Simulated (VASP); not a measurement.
**TaC: single point with LDA**

The system is TaC.

```xyz
2
Lattice="0.0000 2.1798 2.1798 2.1798 0.0000 2.1798 2.1798 2.1798 0.0000" Properties=species:S:1:pos:R:3 pbc="T T T"
Ta    0.0000    0.0000    0.0000
C     2.1798    2.1798    2.1798
```

```yaml
Program: VASP 6.6.1
Task: single point
Functional: LDA
Potentials_or_basis: VASP PAW LDA potentials, release 64 (Ta_pv, C)
Cutoff: 600 eV
k_mesh: 10 × 10 × 10
Occupations: gaussian, width 0.05 eV
Spin: no spin polarisation
```

```
Pressure               : 16.3 GPa
Band gap on the k mesh : zero (an odd number of electrons rules out a gap without spin polarisation)
```

Levels at points of the mesh, in eV from the Fermi level:
```csv
k point,band 4,band 5,band 6,band 7,band 8,band 9,band 10,band 11,band 12,band 13
"(0.00, 0.00, 0.00)",-14.95,-1.37,-1.37,-1.37,-0.34,-0.34,-0.34,0.83,0.83,7.68
"(0.50, 0.00, 0.00)",-9.95,-9.01,-5.71,-5.71,3.08,3.08,4.17,5.88,10.88,10.88
"(0.50, 0.50, 0.00)",-12.84,-4.83,-4.37,-1.57,-1.57,2.98,4.60,4.60,7.80,9.33
```

Wall time 32 s on 1 thread of Intel Xeon 8259CL, on a shared host, peak memory 0.15 GiB.

Caveat: the cell stands under pressure; spin-orbit coupling is left out, which moves the levels of the heavy elements.
